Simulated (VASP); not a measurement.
## Sc: electric field gradients with LDA

Crystal: Sc.

```
Sc
1.0
     0.02327    2.33848    2.33848
     2.33848    0.02327    2.33848
     2.33848    2.33848    0.02327
Sc
1
Direct
  0.00000 0.00000 0.00000
```

This cell differs from its parent crystal: equal xy, yz and zx shear strains of +1 %.

```
Program                : VASP 6.6.1
Task                   : electric field gradients
Functional             : LDA
Potentials or basis    : VASP PAW LDA potentials, release 64 (Sc_sv)
Cutoff                 : 520 eV
k mesh                 : 13 × 13 × 13
Occupations            : fermi-dirac, width 0.08 eV
Spin                   : no spin polarisation
Dipole correction      : no
Further INCAR settings : ALGO = Normal; EDIFF = 1e-08; NBANDS = 12
```

The pressure is -5.5 GPa.

Stress tensor (GPa, compression positive):
```
-5.55 -0.29 -0.29
-0.29 -5.55 -0.29
-0.29 -0.29 -5.55
```

Levels at points of the mesh, in eV from the Fermi level:
```tsv
k point	band 3	band 4	band 5	band 6	band 7	band 8
(0.00, 0.00, 0.00)	-27.65	-27.65	-5.10	1.41	1.53	1.53
```

Electric field gradients, principal values (V/Å²):
| atom | least | middle | greatest (by size) |
| --- | --- | --- | --- |
| 1 Sc | 1.931 | 1.931 | -3.863 |

Wall time 57 s on 1 thread of AMD EPYC 7R13 Processor (Zen 3), on a shared host, peak memory 0.16 GiB.

Caveat: the cell differs from its parent crystal (equal xy, yz and zx shear strains of +1 %); without QUAD_EFG the Cq values of the log hold for a quadrupole moment of 1 mb, not for the nuclei.
